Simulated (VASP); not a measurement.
System: MoS2, a slab with vacuum.

```xyz
9
Lattice="3.1840 0.0000 0.0000 -1.5920 2.7574 0.0000 0.0000 0.0000 28.3873" Properties=species:S:1:pos:R:3 pbc="T T T"
Mo    0.0000    1.8383    6.4770
Mo    0.0000    1.8383   21.9103
Mo    1.5920    0.9191    0.0000
S     1.5920    0.9191    4.9250
S     1.5920    0.9191   20.3590
S     0.0000    1.8383   26.8355
S     1.5920    0.9191    8.0283
S     1.5920    0.9191   23.4623
S     0.0000    1.8383    1.5518
```

Base run:

| Quantity | Value |
| --- | --- |
| Program | VASP 6.6.1 |
| Functional | PBE |
| Potentials or basis | VASP PAW PBE potentials, release 64 (Mo_sv, S) |
| Cutoff | 520 eV |
| k mesh | 10 × 10 × 1 |
| Occupations | gaussian, width 0.013 eV |
| Spin | no spin polarisation |

Its results: band gap on the k mesh 1.32 eV (least direct gap 1.88 eV); largest force 0.204 eV/Å.

Question: The run is repeated on the same cell with these changes: functional from PBE to r2SCAN; occupations from gaussian, width 0.013 eV to fermi-dirac, width 0.05 eV. What comes out?

Answer: Band gap on the k mesh 1.40 eV (least direct gap 2.00 eV); largest force 0.020 eV/Å.

Caveats: the PAW data sets were made with another functional, which shifts forces and pressure a little (at least some runs).

A k mesh can miss the band edges.
